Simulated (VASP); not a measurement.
# Mo (P6_3/mmc) in VASP: further runs

Mo is run at these levels: PBE; tasks: single point, relaxation of shape and atoms at fixed volume.

Program: VASP 6.6.1. These are calculated values, not measurements. Logs are shortened: lines on timing, memory, paths and dates and some standing lists are left out, and cuts for length are marked.

**1. The cell of the first run**

It takes space group P6_3/mmc (No. 194, hexagonal). The conventional cell has a = 2.662 Å, b = 2.662 Å, c = 4.621 Å, α = 90.00°, β = 90.00°, γ = 120.00°. Mo (site symmetry -6m2) has 12 Mo at 2.66 to 2.78 Å within 3.5 Å.

This isn't the form of Mo at room conditions, which is bcc.

**2. Single point, PBE (14.18 Å³/atom)**

The input, INCAR:

```
  PREC = Accurate
  ENCUT = 520
  EDIFF = 1E-6
  ISMEAR = -1
  SIGMA = 0.08
  LREAL = F
  LASPH = T
  NELM = 100
  ALGO = Normal
  ISIF = 2
  LWAVE = F
  LCHARG = F
  GGA = PE
  NBANDS = 21
```

The input, KPOINTS:

```
Automatic mesh
0
Gamma
  15 15 8
```

The input, POSCAR:

```
Mo
1.0
    2.6619985990      0.0000000000      0.0000000000
   -1.3309992995      2.3053584116      0.0000000000
    0.0000000000      0.0000000000      4.6211622415
Mo
2
Direct
    0.3333333333      0.6666666667      0.2500000000
    0.6666666667      0.3333333333      0.7500000000
```

Potentials or basis: VASP PAW PBE potentials, release 64 (Mo_sv).

Run with:

```
$ cat potpaw_PBE.64/Mo_sv/POTCAR > POTCAR
$ mpirun -np 1 vasp_std > vasp.out
```

OUTCAR:

```text
PREC = Accurate
   ENCUT = 520
   EDIFF = 1E-6
   ISMEAR = -1
   LREAL = F
   LASPH = T
   NELM = 100
   ISIF = 2
   GGA = PE

 ion  position               nearest neighbor table
   1  0.333  0.667  0.250-   2 2.78   2 2.78   2 2.78   2 2.78   2 2.78   2 2.78
   2  0.667  0.333  0.750-   1 2.78   1 2.78   1 2.78   1 2.78   1 2.78   1 2.78

  LATTYP: Found a hexagonal cell.
 ALAT       =     2.6619985990
 C/A-ratio  =     1.7359747083

  Lattice vectors:

 A1 = (   2.6619985990,   0.0000000000,   0.0000000000)
 A2 = (  -1.3309992995,   2.3053584116,   0.0000000000)
 A3 = (   0.0000000000,   0.0000000000,   4.6211622415)

Analysis of symmetry for initial positions (statically):
=====================================================================
 Subroutine PRICEL returns:
 Original cell was already a primitive cell.

 Routine SETGRP: Setting up the symmetry group for a
 hexagonal supercell.

 Subroutine GETGRP returns: Found 24 space group operations
 (whereof 12 operations were pure point group operations)
 out of a pool of 24 trial point group operations.

The static configuration has the point symmetry D_3d.
 The point group associated with its full space group is D_6h.

Analysis of symmetry for dynamics (positions and initial velocities):
=====================================================================
 Subroutine PRICEL returns:
 Original cell was already a primitive cell.

 Routine SETGRP: Setting up the symmetry group for a
 hexagonal supercell.

 Subroutine GETGRP returns: Found 24 space group operations
 (whereof 12 operations were pure point group operations)
 out of a pool of 24 trial point group operations.

The dynamic configuration has the point symmetry D_3d.
 The point group associated with its full space group is D_6h.

 Subroutine INISYM returns: Found 24 space group operations
 (whereof 12 operations are pure point group operations),
 and found     1 'primitive' translations

----------------------------------------------------------------------------------------

                                     Primitive cell

  volume of cell :      28.3594

  direct lattice vectors                    reciprocal lattice vectors
     2.661998599  0.000000000  0.000000000     0.375657598  0.216886015  0.000000000
    -1.330999299  2.305358412  0.000000000     0.000000000  0.433772031  0.000000000
     0.000000000  0.000000000  4.621162242     0.000000000  0.000000000  0.216395778

  length of vectors
     2.661998599  2.661998599  4.621162242     0.433772031  0.433772031  0.216395778

  position of ions in fractional coordinates (direct lattice)
     0.333333333  0.666666667  0.250000000
     0.666666667  0.333333333  0.750000000

  ion indices of the primitive-cell ions
   primitive index   ion index
                 1           1
                 2           2

----------------------------------------------------------------------------------------

 KPOINTS: Automatic mesh

Automatic generation of k-mesh.
 Grid dimensions read from file:
 generate k-points for:   15   15    8

 Generating k-lattice:

  Cartesian coordinates                     Fractional coordinates (reciprocal lattice)
     0.025043840  0.014459068  0.000000000     0.066666667  0.000000000  0.000000000
     0.000000000  0.028918135  0.000000000     0.000000000  0.066666667  0.000000000
     0.000000000  0.000000000  0.027049472     0.000000000  0.000000000  0.125000000

  Length of vectors
     0.028918135  0.028918135  0.027049472

  Shift w.r.t. Gamma in fractional coordinates (k-lattice)
     0.000000000  0.000000000  0.000000000

 Subroutine IBZKPT returns following result:
 ===========================================

 Found    135 irreducible k-points:

 Following reciprocal coordinates:
            Coordinates               Weight
  0.000000  0.000000  0.000000      1.000000
  0.066667 -0.000000  0.000000      6.000000
  0.133333 -0.000000  0.000000      6.000000
  0.200000 -0.000000  0.000000      6.000000
  0.266667 -0.000000  0.000000      6.000000
  0.333333 -0.000000  0.000000      6.000000
[... 16 lines left out ...]
  0.333333  0.200000  0.000000     12.000000
  0.400000  0.200000  0.000000      6.000000
 [... further k-points ...]
   k-points           NKPTS =    135   k-points in BZ     NKDIM =    135   number of bands    NBANDS=     21
   number of dos      NEDOS =    301   number of ions     NIONS =      2
   total plane-waves  NPLWV =  14400
   dimension x,y,z NGX =    20 NGY =   20 NGZ =   36
   dimension x,y,z NGXF=    40 NGYF=   40 NGZF=   72
   ions per type =               2
   NGX,Y,Z   is equivalent  to a cutoff of  12.49, 12.49, 12.95 a.u.
   NGXF,Y,Z  is equivalent  to a cutoff of  24.98, 24.98, 25.90 a.u.
 SYSTEM =  unknown system
   PREC   = accura    normal or accurate (medium, high low for compatibility)
   ISTART =      0    job   : 0-new  1-cont  2-samecut
   ICHARG =      2    charge: 1-file 2-atom 10-const
   ISPIN  =      1    spin polarized calculation?
   LNONCOLLINEAR =      F non collinear calculations
   LSORBIT =      F    spin-orbit coupling
   LASPH  =      T    aspherical Exc in radial PAW
   ENCUT  =  520.0 eV  38.22 Ry    6.18 a.u.   4.95  4.95  8.59*2*pi/ulx,y,z
   NELM   =    100;   NELMIN=  2; NELMDL= -5     # of ELM steps
   EDIFF  = 0.1E-05   stopping-criterion for ELM
   LREAL  =      F    real-space projection
   EDIFFG = 0.1E-04   stopping-criterion for IOM
   NSW    =      0    number of steps for IOM
   IBRION =     -1    ionic relax: 0-MD 1-quasi-New 2-CG
   NFREE  =      0    steps in history (QN), initial steepest desc. (CG)
   ISIF   =      2    stress and relaxation
   ISYM   =      2    0-nonsym 1-usesym 2-fastsym
   POTIM  = 0.5000    time-step for ionic-motion
   TEBEG  =    0.0;   TEEND  =   0.0 temperature during run
   PSTRESS=    0.0 pullay stress
   NELECT =      28.0000    total number of electrons
   NUPDOWN=      -1.0000    fix difference up-down
   EMIN   =  10.00;   EMAX   =-10.00  energy-range for DOS
   EFERMI =   0.00;   METHOD = LEGACY
   ISMEAR =    -1;   SIGMA  =   0.08  broadening in eV -4-tet -1-fermi 0-gaus
   EFERMI_NEDOS =   21; number of points for ismear=-14 and -15
   IALGO  =     38    algorithm
   IMIX   =      4    mixing-type and parameters
     AMIX     =   0.40;   BMIX     =  1.00
     AMIX_MAG =   1.60;   BMIX_MAG =  1.00
  volume/ion in A,a.u.               =      14.18        95.69
  Fermi-wavevector in a.u.,A,eV,Ry     =   1.630153  3.080542 36.156102  2.657399
  Thomas-Fermi vector in A             =   2.722501
   LORBIT       =      0    0 simple, 1 ext, 2 COOP (PROOUT), +10 PAW based schemes
   GGA     = PE    functional components
   LHFCALC =     F    Hartree Fock is set to
   AEXX    =    0.0000 exact exchange contribution
   IVDW    =     0    specifies the selected vdW correction
   LEPSILON=     F    determine dielectric tensor
   LRPA    =     F    only Hartree local field effects (RPA)
 non-spin polarized calculation
  energy-cutoff  :      520.00
  volume of cell :       28.36
 maximum number of plane-waves:       786
 NGX is ok and might be reduce to    20
   NGX =  9   NGY =  9   NGZ = 17

 number of electron      27.9999999 magnetization

 Free energy of the ion-electron system (eV)
  ---------------------------------------------------
  ext. energy  EPLUGINS =         0.00000000
  ---------------------------------------------------
  free energy    TOTEN  =       -20.59019051 eV

  energy without entropy =      -20.53741056  energy(sigma->0) =      -20.56380053

 E-fermi :  13.8640     XC(G=0): -13.9266

 val. band max:       13.8616524429   @ k =   0.4000   0.2000   0.2500
 cond. band min:      13.8703426391   @ k =   0.2000   0.2000   0.3750
 fundamental gap:      0.0086901962
 Fermi energy:        13.8640209188

 k-point     1 :       0.0000    0.0000    0.0000
  band No.  band energies     occupation
      1     -46.9509      2.00000
      2     -46.6605      2.00000
      3     -21.7965      2.00000
      4     -20.1235      2.00000
      5     -20.0573      2.00000
      6     -20.0573      2.00000
[... 13 lines left out ...]
     20      17.8181      0.00000
     21      25.5755      0.00000

 k-point     2 :       0.0667   -0.0000    0.0000
  band No.  band energies     occupation
      1     -46.9353      2.00000
      2     -46.6503      2.00000
      3     -21.7696      2.00000
      4     -20.1375      2.00000
      5     -20.1284      2.00000
      6     -20.0799      2.00000
[... 13 lines left out ...]
     20      18.6382      0.00000
     21      25.5676      0.00000

 k-point     3 :       0.1333   -0.0000    0.0000
  band No.  band energies     occupation
      1     -46.8910      2.00000
      2     -46.6219      2.00000
      3     -21.6916      2.00000
      4     -20.3622      2.00000
      5     -20.1869      2.00000
      6     -20.1442      2.00000
[... 13 lines left out ...]
     20      20.1336      0.00000
     21      25.4702      0.00000

 k-point     4 :       0.2000   -0.0000    0.0000
  band No.  band energies     occupation
      1     -46.8240      2.00000
      2     -46.5806      2.00000
      3     -21.5697      2.00000
      4     -20.6882      2.00000
      5     -20.5048      2.00000
      6     -20.2304      2.00000
[... 13 lines left out ...]
     20      21.7324      0.00000
     21      25.2186      0.00000

 k-point     5 :       0.2667   -0.0000    0.0000
  band No.  band energies     occupation
      1     -46.7439      2.00000
      2     -46.5348      2.00000
      3     -21.4162      2.00000
      4     -21.0549      2.00000
      5     -20.8551      2.00000
      6     -20.3281      2.00000
[... 13 lines left out ...]
     20      23.2723      0.00000
     21      24.8832      0.00000
[... 382 lines left out ...]
     20      25.1513      0.00000
     21      25.5837      0.00000

 k-point    22 :       0.2667    0.2000    0.0000
  band No.  band energies     occupation
      1     -46.5774      2.00000
      2     -46.4595      2.00000
      3     -21.4453      2.00000
      4     -21.3229      2.00000
      5     -21.0502      2.00000
      6     -20.7093      2.00000
[... 13 lines left out ...]
     20      25.7457      0.00000
     21      26.3805      0.00000

 k-point    23 :       0.3333    0.2000    0.0000
  band No.  band energies     occupation
      1     -46.5268      2.00000
      2     -46.4481      2.00000
      3     -21.5791      2.00000
      4     -21.3750      2.00000
      5     -20.9117      2.00000
      6     -20.8471      2.00000
[... 13 lines left out ...]
     20      24.4886      0.00000
     21      25.7524      0.00000

 k-point    24 :       0.4000    0.2000    0.0000
  band No.  band energies     occupation
      1     -46.5059      2.00000
      2     -46.4471      2.00000
      3     -21.6257      2.00000
      4     -21.3879      2.00000
      5     -20.9020      2.00000
      6     -20.8453      2.00000
[... 13 lines left out ...]
     20      23.7660      0.00000
     21      25.2279      0.00000

 [... further k-points ...]

------------------------ aborting loop because EDIFF is reached ----------------------------------------

  FORCE on cell =-STRESS in cart. coord.  units (eV):
  Direction    XX          YY          ZZ          XY          YZ          ZX
  --------------------------------------------------------------------------------------
  -------------------------------------------------------------------------------------
  Total        7.0195202      7.0195202      6.9858716      0.0000000      0.0000000      0.0000000
  in kB      396.5706032    396.5706032    394.6696139      0.0000000      0.0000000      0.0000000
  external PRESSURE =     395.9369401 kB  Pullay stress =       0.0000000 kB

 VOLUME and BASIS-vectors are now :
 -----------------------------------------------------------------------------
  energy-cutoff  :      520.00
  volume of cell :       28.36
      direct lattice vectors                 reciprocal lattice vectors
     2.661998599  0.000000000  0.000000000     0.375657598  0.216886015  0.000000000
    -1.330999299  2.305358412  0.000000000     0.000000000  0.433772031  0.000000000
     0.000000000  0.000000000  4.621162242     0.000000000  0.000000000  0.216395778

 POSITION                                       TOTAL-FORCE (eV/Angst)
 -----------------------------------------------------------------------------------
     -0.00000      1.53691      1.15529         0.000000      0.000000      0.000000
      1.33100      0.76845      3.46587        -0.000000     -0.000000      0.000000
 -----------------------------------------------------------------------------------
    total drift:                               -0.000000      0.000000     -0.000000

  FREE ENERGIE OF THE ION-ELECTRON SYSTEM (eV)
  ---------------------------------------------------
  free  energy   TOTEN  =       -20.5901905068 eV

  energy  without entropy=      -20.5374105575  energy(sigma->0) =      -20.56380053
```

Wall time 23 s (1 thread of Intel Xeon 6975P-C (Granite Rapids), shared host); peak memory 0.18 GiB.

Results:

* Free energy: -20.5902 eV
* Pressure: 39.6 GPa
* Band gap on the k mesh: zero (bands 14 and 15 overlap by 2.26 eV)

Stress tensor (GPa, compression positive):
```
39.66  0.00  0.00
 0.00 39.66  0.00
 0.00  0.00 39.47
```

Caveat: the cell stands under pressure.

**3. Single point, PBE**

This run uses another cell than the first one, of 16.11 Å³/atom.

The input, INCAR:

```
ALGO     = Normal         # electronic algorithm
EDIFF    = 1E-7           # SCF threshold, eV
ENCUT    = 520            # plane-wave cutoff, eV
GGA      = PE             # functional
ISIF     = 2              # what is computed and relaxed
ISMEAR   = -1             # smearing method
LASPH    = True           # aspherical terms in the spheres
LCHARG   = False          # write CHGCAR
LREAL    = False          # projectors in reciprocal space
LWAVE    = False          # write WAVECAR
NBANDS   = 21             # bands
NELM     = 80             # most SCF steps
PREC     = Accurate       # precision mode
SIGMA    = 0.08           # smearing width, eV
```

The input, KPOINTS:

```
k-points
0
Gamma
  15 15 8
```

The input, POSCAR:

```
Mo
1.0
    2.7580637371      0.0000000000      0.0000000000
   -1.3790318685      2.3885532616      0.0000000000
    0.0000000000      0.0000000000      4.8918777210
Mo
2
Direct
    0.3333333333      0.6666666667      0.2500000000
    0.6666666667      0.3333333333      0.7500000000
```

Potentials or basis: VASP PAW PBE potentials, release 64 (Mo_sv).

Run with:

```
$ cat potpaw_PBE.64/Mo_sv/POTCAR > POTCAR
$ mpirun -np 1 vasp_std > vasp.out
```

Wall time 27 s (1 thread of Intel Xeon 6975P-C (Granite Rapids), shared host); peak memory 0.2 GiB.

Results (log left out):

| Property | Result |
| --- | --- |
| Free energy | -21.0273 eV |
| Pressure | 0.5 GPa |
| Band gap on the k mesh | zero (bands 14 and 15 overlap by 1.85 eV) |

Stress tensor (GPa, compression positive):
```
0.50 0.00 0.00
0.00 0.50 0.00
0.00 0.00 0.37
```

Levels at points of the mesh, in eV from the Fermi level:
```
           k point  band 10  band 11  band 12  band 13  band 14  band 15  band 16  band 17  band 18  band 19
(0.00, 0.00, 0.00)    -4.70    -1.68    -0.63    -0.63    -0.13    -0.13     0.62     1.45     1.45     3.36
(0.00, 0.00, 0.50)    -5.13    -1.86    -1.86    -0.60    -0.60    -0.60    -0.60     2.71     2.71     2.71
```

**4. Single point, PBE**

This run uses another cell than the first one, of 16.11 Å³/atom.

The input, INCAR:

```
PREC     = Accurate       # precision mode
ENCUT    = 520            # plane-wave cutoff, eV
EDIFF    = 1E-6           # SCF threshold, eV
ISMEAR   = -1             # smearing method
SIGMA    = 0.08           # smearing width, eV
LREAL    = False          # projectors in reciprocal space
LASPH    = True           # aspherical terms in the spheres
NELM     = 80             # most SCF steps
ALGO     = Normal         # electronic algorithm
ISIF     = 2              # what is computed and relaxed
LWAVE    = False          # write WAVECAR
LCHARG   = False          # write CHGCAR
GGA      = PE             # functional
NBANDS   = 21             # bands
```

The input, KPOINTS:

```
regular mesh
0
Gamma
  15 15 8
```

The input, POSCAR:

```
Mo
1.0
    2.7580637371      0.0000000000      0.0000000000
   -1.3790318686      2.3885532616      0.0000000000
    0.0000000000      0.0000000000      4.8918777210
Mo
2
Direct
    0.3333333333      0.6666666667      0.2500000000
    0.6666666667      0.3333333333      0.7500000000
```

Run with:

```
$ cat potpaw_PBE.64/Mo_sv/POTCAR > POTCAR
$ mpirun -np 1 vasp_std > vasp.out
```

Wall time 25 s (1 thread of Intel Xeon 6975P-C (Granite Rapids), shared host); peak memory 0.2 GiB.

It converged, with:

| Item | Value |
| --- | --- |
| Free energy | -21.0273 eV |
| Pressure | 0.5 GPa |
| Band gap on the k mesh | zero (bands 14 and 15 overlap by 1.85 eV) |

Stress tensor (GPa, compression positive):
```
0.50 0.00 0.00
0.00 0.50 0.00
0.00 0.00 0.37
```

Levels at points of the mesh, in eV from the Fermi level:
```csv
k point,band 10,band 11,band 12,band 13,band 14,band 15,band 16,band 17,band 18,band 19
"(0.00, 0.00, 0.00)",-4.70,-1.68,-0.63,-0.63,-0.13,-0.13,0.62,1.45,1.45,3.36
"(0.00, 0.00, 0.50)",-5.13,-1.86,-1.86,-0.60,-0.60,-0.60,-0.60,2.71,2.71,2.71
```

**5. Single point, PBE (16.11 Å³/atom)**

This run uses another cell than the first one, of 16.11 Å³/atom.

The input, INCAR:

```
SYSTEM = Mo
PREC = Accurate ; ENCUT = 520
EDIFF = 1E-6 ; ISMEAR = -1
SIGMA = 0.08 ; LREAL = .FALSE.
LASPH = .TRUE. ; NELM = 100
ALGO = Normal ; ISIF = 2
LWAVE = .FALSE. ; LCHARG = .FALSE.
GGA = PE ; NBANDS = 21
```

The input, KPOINTS:

```
regular mesh
0
G
  15 15 8
  0 0 0
```

POSCAR is that of step 4.

Run with:

```
$ cat potpaw_PBE.64/Mo_sv/POTCAR > POTCAR
$ mpirun -np 1 vasp_std > vasp.out
```

Run time: 25 s. Hardware: 1 thread of Intel Xeon 6975P-C (Granite Rapids), shared host; peak memory 0.2 GiB.

It converged, with:

```yaml
Free_energy: -21.0273 eV
Pressure: 0.5 GPa
Band_gap_on_the_k_mesh: zero (bands 14 and 15 overlap by 1.85 eV)
```

Stress tensor (GPa, compression positive):
```
0.50 0.00 0.00
0.00 0.50 0.00
0.00 0.00 0.37
```

Levels at points of the mesh, in eV from the Fermi level:
| k point | band 12 | band 13 | band 14 | band 15 | band 16 | band 17 |
| --- | --- | --- | --- | --- | --- | --- |
| (0.00, 0.00, 0.00) | -0.63 | -0.63 | -0.13 | -0.13 | 0.62 | 1.45 |
| (0.00, 0.00, 0.50) | -1.86 | -0.60 | -0.60 | -0.60 | -0.60 | 2.71 |

**6. Relaxation of shape and atoms at fixed volume, PBE**

This run uses another cell than the first one, of 6.93 Å³/atom.

The input, INCAR:

```
SYSTEM = Mo
PREC     = Accurate       ! precision mode
ENCUT    = 600            ! plane-wave cutoff, eV
EDIFF    = 1E-6           ! SCF threshold, eV
ISMEAR   = -1             ! smearing method
SIGMA    = 0.08           ! smearing width, eV
LREAL    = .False.        ! projectors in reciprocal space
LASPH    = .True.         ! aspherical terms in the spheres
NELM     = 100            ! most SCF steps
ALGO     = Normal         ! electronic algorithm
ISIF     = 4              ! what is computed and relaxed
LWAVE    = .False.        ! write WAVECAR
LCHARG   = .False.        ! write CHGCAR
GGA      = PE             ! functional
IBRION   = 2              ! ionic algorithm
NSW      = 50             ! ionic steps
EDIFFG   = -0.005         ! ionic threshold
```

The input, KPOINTS:

```
Automatic mesh
0
Gamma
  15 15 8
  0 0 0
```

The input, POSCAR:

```
Mo
1.0
    2.0817430180      0.0000000000      0.0000000000
   -1.0408715090      1.8028423378      0.0000000000
    0.0000000000      0.0000000000      3.6923121659
Mo
2
Direct
    0.3333333333      0.6666666667      0.2500000000
    0.6666666667      0.3333333333      0.7500000000
```

Potentials or basis: VASP PAW PBE potentials, release 64 (Mo_sv).

Run with:

```
$ cat potpaw_PBE.64/Mo_sv/POTCAR > POTCAR
$ mpirun -np 1 vasp_std > vasp.out
```

Wall time 52 s (1 thread of Intel Xeon 6975P-C (Granite Rapids), shared host); peak memory 0.15 GiB.

The run converged, but its numbers aren't listed here, since they failed a check.
